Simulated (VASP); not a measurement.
# TiO2 (P4_2/mnm) in VASP: a series of runs

TiO2 is run at these levels: PBE; tasks: single point.

All numbers are computed with VASP 6.6.1; they aren't measurements. Logs are shortened: lines on timing, memory, paths and dates and some standing lists are left out, and cuts for length are marked.

### Step 1. The cell of the first run

It takes space group P4_2/mnm (No. 136, tetragonal). Conventional cell: a = 4.597 Å, b = 4.597 Å, c = 2.835 Å, α = 90.00°, β = 90.00°, γ = 90.00°. Within 2.5 Å of Ti (site symmetry mmm) lie 6 O at 1.91 to 1.97 Å. Within 2.5 Å of O (site symmetry m2m) lie 3 Ti at 1.91 to 1.97 Å.

### Step 2. Single point, PBE (uniaxial z strain -4.0%)

The input, INCAR:

```
  ALGO = Normal
  EDIFF = 1E-6
  ENCUT = 520
  GGA = PE
  ISIF = 2
  ISMEAR = -1
  LASPH = T
  LCHARG = F
  LREAL = F
  LWAVE = F
  NBANDS = 33
  NELM = 60
  PREC = Accurate
  SIGMA = 0.02
```

The input, KPOINTS:

```
k-points
0
Gamma
  6 6 8
```

The input, POSCAR:

```
TiO2
1.0
    4.5968534940      0.0000000000      0.0000000000
    0.0000000000      4.5968534940      0.0000000000
    0.0000000000      0.0000000000      2.8353516159
Ti O
2 4
Direct
    0.0000000000      0.0000000000      0.0000000000
    0.5000000000      0.5000000000      0.5000000000
    0.3026069597      0.3026069597      0.0000000000
    0.1973930403      0.8026069597      0.5000000000
    0.8026069597      0.1973930403      0.5000000000
    0.6973930403      0.6973930403      0.0000000000
```

Potentials or basis: VASP PAW PBE potentials, release 64 (Ti_sv, O).

Launch:

```console
$ cat potpaw_PBE.64/Ti_sv/POTCAR potpaw_PBE.64/O/POTCAR > POTCAR
$ mpirun -np 1 vasp_std > vasp.out
```

OUTCAR:

```text
EDIFF = 1E-6
   ENCUT = 520
   GGA = PE
   ISIF = 2
   ISMEAR = -1
   LASPH = T
   LREAL = F
   NELM = 60
   PREC = Accurate

 ion  position               nearest neighbor table
   1  0.000  0.000  0.000-   4 1.91   5 1.91   4 1.91   5 1.91   3 1.97   6 1.97
   2  0.500  0.500  0.500-   3 1.91   6 1.91   3 1.91   6 1.91   5 1.97   4 1.97
   3  0.303  0.303  0.000-   2 1.91   2 1.91   1 1.97
   4  0.197  0.803  0.500-   1 1.91   1 1.91   2 1.97
   5  0.803  0.197  0.500-   1 1.91   1 1.91   2 1.97
   6  0.697  0.697  0.000-   2 1.91   2 1.91   1 1.97

  LATTYP: Found a simple tetragonal cell.
 ALAT       =     4.5968534940
 C/A-ratio  =     0.6168026933

  Lattice vectors:

 A1 = (   4.5968534940,   0.0000000000,   0.0000000000)
 A2 = (   0.0000000000,   4.5968534940,   0.0000000000)
 A3 = (   0.0000000000,   0.0000000000,   2.8353516159)

Analysis of symmetry for initial positions (statically):
=====================================================================
 Subroutine PRICEL returns:
 Original cell was already a primitive cell.

 Routine SETGRP: Setting up the symmetry group for a
 simple tetragonal supercell.

 Subroutine GETGRP returns: Found 16 space group operations
 (whereof  8 operations were pure point group operations)
 out of a pool of 16 trial point group operations.

The static configuration has the point symmetry D_2h.
 The point group associated with its full space group is D_4h.

Analysis of symmetry for dynamics (positions and initial velocities):
=====================================================================
 Subroutine PRICEL returns:
 Original cell was already a primitive cell.

 Routine SETGRP: Setting up the symmetry group for a
 simple tetragonal supercell.

 Subroutine GETGRP returns: Found 16 space group operations
 (whereof  8 operations were pure point group operations)
 out of a pool of 16 trial point group operations.

The dynamic configuration has the point symmetry D_2h.
 The point group associated with its full space group is D_4h.

 Subroutine INISYM returns: Found 16 space group operations
 (whereof  8 operations are pure point group operations),
 and found     1 'primitive' translations

----------------------------------------------------------------------------------------

                                     Primitive cell

  volume of cell :      59.9140

  direct lattice vectors                    reciprocal lattice vectors
     4.596853494  0.000000000  0.000000000     0.217540107  0.000000000  0.000000000
     0.000000000  4.596853494  0.000000000     0.000000000  0.217540107  0.000000000
     0.000000000  0.000000000  2.835351616     0.000000000  0.000000000  0.352689943

  length of vectors
     4.596853494  4.596853494  2.835351616     0.217540107  0.217540107  0.352689943

  position of ions in fractional coordinates (direct lattice)
     0.000000000  0.000000000  0.000000000
     0.500000000  0.500000000  0.500000000
     0.302606960  0.302606960  0.000000000
     0.197393040  0.802606960  0.500000000
     0.802606960  0.197393040  0.500000000
     0.697393040  0.697393040  0.000000000

  ion indices of the primitive-cell ions
   primitive index   ion index
                 1           1
                 2           2
                 3           3
                 4           4
                 5           5
                 6           6

----------------------------------------------------------------------------------------

 KPOINTS: k-points

Automatic generation of k-mesh.
 Grid dimensions read from file:
 generate k-points for:    6    6    8

 Generating k-lattice:

  Cartesian coordinates                     Fractional coordinates (reciprocal lattice)
     0.036256684  0.000000000  0.000000000     0.166666667  0.000000000  0.000000000
     0.000000000  0.036256684  0.000000000     0.000000000  0.166666667  0.000000000
     0.000000000  0.000000000  0.044086243     0.000000000  0.000000000  0.125000000

  Length of vectors
     0.036256684  0.036256684  0.044086243

  Shift w.r.t. Gamma in fractional coordinates (k-lattice)
     0.000000000  0.000000000  0.000000000

 Subroutine IBZKPT returns following result:
 ===========================================

 Found     50 irreducible k-points:

 Following reciprocal coordinates:
            Coordinates               Weight
  0.000000  0.000000  0.000000      1.000000
  0.166667  0.000000  0.000000      4.000000
  0.333333  0.000000  0.000000      4.000000
  0.500000  0.000000  0.000000      2.000000
  0.166667  0.166667  0.000000      4.000000
  0.333333  0.166667  0.000000      8.000000
[... 16 lines left out ...]
  0.333333  0.000000  0.250000      8.000000
  0.500000  0.000000  0.250000      4.000000
 [... further k-points ...]
   k-points           NKPTS =     50   k-points in BZ     NKDIM =     50   number of bands    NBANDS=     33
   number of dos      NEDOS =    301   number of ions     NIONS =      6
   total plane-waves  NPLWV =  31104
   dimension x,y,z NGX =    36 NGY =   36 NGZ =   24
   dimension x,y,z NGXF=    72 NGYF=   72 NGZF=   48
   ions per type =               2   4
   NGX,Y,Z   is equivalent  to a cutoff of  13.02, 13.02, 14.07 a.u.
   NGXF,Y,Z  is equivalent  to a cutoff of  26.04, 26.04, 28.14 a.u.
 SYSTEM =  unknown system
   PREC   = accura    normal or accurate (medium, high low for compatibility)
   ISTART =      0    job   : 0-new  1-cont  2-samecut
   ICHARG =      2    charge: 1-file 2-atom 10-const
   ISPIN  =      1    spin polarized calculation?
   LNONCOLLINEAR =      F non collinear calculations
   LSORBIT =      F    spin-orbit coupling
   LASPH  =      T    aspherical Exc in radial PAW
   ENCUT  =  520.0 eV  38.22 Ry    6.18 a.u.   8.55  8.55  5.27*2*pi/ulx,y,z
   NELM   =     60;   NELMIN=  2; NELMDL= -5     # of ELM steps
   EDIFF  = 0.1E-05   stopping-criterion for ELM
   LREAL  =      F    real-space projection
   EDIFFG = 0.1E-04   stopping-criterion for IOM
   NSW    =      0    number of steps for IOM
   IBRION =     -1    ionic relax: 0-MD 1-quasi-New 2-CG
   NFREE  =      0    steps in history (QN), initial steepest desc. (CG)
   ISIF   =      2    stress and relaxation
   ISYM   =      2    0-nonsym 1-usesym 2-fastsym
   POTIM  = 0.5000    time-step for ionic-motion
   TEBEG  =    0.0;   TEEND  =   0.0 temperature during run
   PSTRESS=    0.0 pullay stress
   NELECT =      48.0000    total number of electrons
   NUPDOWN=      -1.0000    fix difference up-down
   EMIN   =  10.00;   EMAX   =-10.00  energy-range for DOS
   EFERMI =   0.00;   METHOD = LEGACY
   ISMEAR =    -1;   SIGMA  =   0.02  broadening in eV -4-tet -1-fermi 0-gaus
   EFERMI_NEDOS =   21; number of points for ismear=-14 and -15
   IALGO  =     38    algorithm
   IMIX   =      4    mixing-type and parameters
     AMIX     =   0.40;   BMIX     =  1.00
     AMIX_MAG =   1.60;   BMIX_MAG =  1.00
  volume/ion in A,a.u.               =       9.99        67.39
  Fermi-wavevector in a.u.,A,eV,Ry     =   1.520475  2.873280 31.454532  2.311843
  Thomas-Fermi vector in A             =   2.629320
   LORBIT       =      0    0 simple, 1 ext, 2 COOP (PROOUT), +10 PAW based schemes
   GGA     = PE    functional components
   LHFCALC =     F    Hartree Fock is set to
   AEXX    =    0.0000 exact exchange contribution
   IVDW    =     0    specifies the selected vdW correction
   LEPSILON=     F    determine dielectric tensor
   LRPA    =     F    only Hartree local field effects (RPA)
 non-spin polarized calculation
  energy-cutoff  :      520.00
  volume of cell :       59.91
 maximum number of plane-waves:      1634
 NGX is ok and might be reduce to    36
   NGX = 17   NGY = 17   NGZ = 11

 number of electron      48.0000019 magnetization

 Free energy of the ion-electron system (eV)
  ---------------------------------------------------
  ext. energy  EPLUGINS =         0.00000000
  ---------------------------------------------------
  free energy    TOTEN  =       -53.38385314 eV

  energy without entropy =      -53.38385314  energy(sigma->0) =      -53.38385314

 E-fermi :   5.5781     XC(G=0): -11.6224

 val. band max:        5.1641107128   @ k =   0.0000   0.0000   0.0000
 cond. band min:       7.1011658920   @ k =   0.0000   0.0000   0.0000
 fundamental gap:      1.9370551792
 Fermi energy:         5.5780661792

 k-point     1 :       0.0000    0.0000    0.0000
  band No.  band energies     occupation
      1     -51.4936      2.00000
      2     -51.4738      2.00000
      3     -27.8479      2.00000
      4     -27.8479      2.00000
      5     -27.6522      2.00000
      6     -27.6522      2.00000
[... 25 lines left out ...]
     32      12.2249      0.00000
     33      12.2256      0.00000

 k-point     2 :       0.1667    0.0000    0.0000
  band No.  band energies     occupation
      1     -51.4923      2.00000
      2     -51.4751      2.00000
      3     -27.8374      2.00000
      4     -27.8365      2.00000
      5     -27.6649      2.00000
      6     -27.6639      2.00000
[... 25 lines left out ...]
     32      12.1311      0.00000
     33      12.1493      0.00000

 k-point     3 :       0.3333    0.0000    0.0000
  band No.  band energies     occupation
      1     -51.4887      2.00000
      2     -51.4788      2.00000
      3     -27.8097      2.00000
      4     -27.8072      2.00000
      5     -27.6967      2.00000
      6     -27.6942      2.00000
[... 25 lines left out ...]
     32      11.9433      0.00000
     33      11.9800      0.00000

 k-point     4 :       0.5000    0.0000    0.0000
  band No.  band energies     occupation
      1     -51.4837      2.00000
      2     -51.4837      2.00000
      3     -27.7852      2.00000
      4     -27.7852      2.00000
      5     -27.7199      2.00000
      6     -27.7199      2.00000
[... 673 lines left out ...]
     32      11.4099      0.00000
     33      11.7871      0.00000

 k-point    23 :       0.3333    0.0000    0.2500
  band No.  band energies     occupation
      1     -51.4545      2.00000
      2     -51.4475      2.00000
      3     -27.8894      2.00000
      4     -27.8769      2.00000
      5     -27.7298      2.00000
      6     -27.7234      2.00000
[... 25 lines left out ...]
     32      10.9112      0.00000
     33      11.9244      0.00000

 k-point    24 :       0.5000    0.0000    0.2500
  band No.  band energies     occupation
      1     -51.4510      2.00000
      2     -51.4510      2.00000
      3     -27.8866      2.00000
      4     -27.8866      2.00000
      5     -27.7046      2.00000
      6     -27.7046      2.00000
[... 25 lines left out ...]
     32      10.6973      0.00000
     33      12.3142      0.00000

 [... further k-points ...]

------------------------ aborting loop because EDIFF is reached ----------------------------------------

  FORCE on cell =-STRESS in cart. coord.  units (eV):
  Direction    XX          YY          ZZ          XY          YZ          ZX
  --------------------------------------------------------------------------------------
  -------------------------------------------------------------------------------------
  Total        4.9242567      4.9242567     10.6455054      0.0000000      0.0000000      0.0000000
  in kB      131.6809706    131.6809706    284.6745347      0.0000000      0.0000000      0.0000000
  external PRESSURE =     182.6788253 kB  Pullay stress =       0.0000000 kB

 VOLUME and BASIS-vectors are now :
 -----------------------------------------------------------------------------
  energy-cutoff  :      520.00
  volume of cell :       59.91
      direct lattice vectors                 reciprocal lattice vectors
     4.596853494  0.000000000  0.000000000     0.217540107  0.000000000  0.000000000
     0.000000000  4.596853494  0.000000000     0.000000000  0.217540107  0.000000000
     0.000000000  0.000000000  2.835351616     0.000000000  0.000000000  0.352689943

 POSITION                                       TOTAL-FORCE (eV/Angst)
 -----------------------------------------------------------------------------------
      0.00000      0.00000      0.00000         0.000000      0.000000     -0.000000
      2.29843      2.29843      1.41768         0.000000      0.000000     -0.000000
      1.39104      1.39104      0.00000        -0.076647     -0.076647      0.000000
      0.90739      3.68947      1.41768         0.076647     -0.076647     -0.000000
      3.68947      0.90739      1.41768        -0.076647      0.076647     -0.000000
      3.20581      3.20581      0.00000         0.076647      0.076647     -0.000000
 -----------------------------------------------------------------------------------
    total drift:                                0.000000      0.000000      0.000000

  FREE ENERGIE OF THE ION-ELECTRON SYSTEM (eV)
  ---------------------------------------------------
  free  energy   TOTEN  =       -53.3838531407 eV

  energy  without entropy=      -53.3838531407  energy(sigma->0) =      -53.38385314
```

Run time: 42 s. Hardware: 1 thread of Intel Xeon 6975P-C (Granite Rapids), shared host; peak memory 0.21 GiB.

What came out:

```
Free energy            : -53.3839 eV
Pressure               : 18.3 GPa
Largest force          : 0.108 eV/Å
Band gap on the k mesh : 1.94 eV, direct
```

Forces in eV/Å, atoms in the order of the input:
```
Ti   0.000  0.000  0.000
Ti   0.000  0.000  0.000
O   -0.077 -0.077  0.000
O    0.077 -0.077  0.000
O   -0.077  0.077  0.000
O    0.077  0.077  0.000
```

Caveat: the cell differs from its parent crystal (uniaxial z strain -4.0%). A k mesh can miss the band edges.

[end of part 1 of 2]
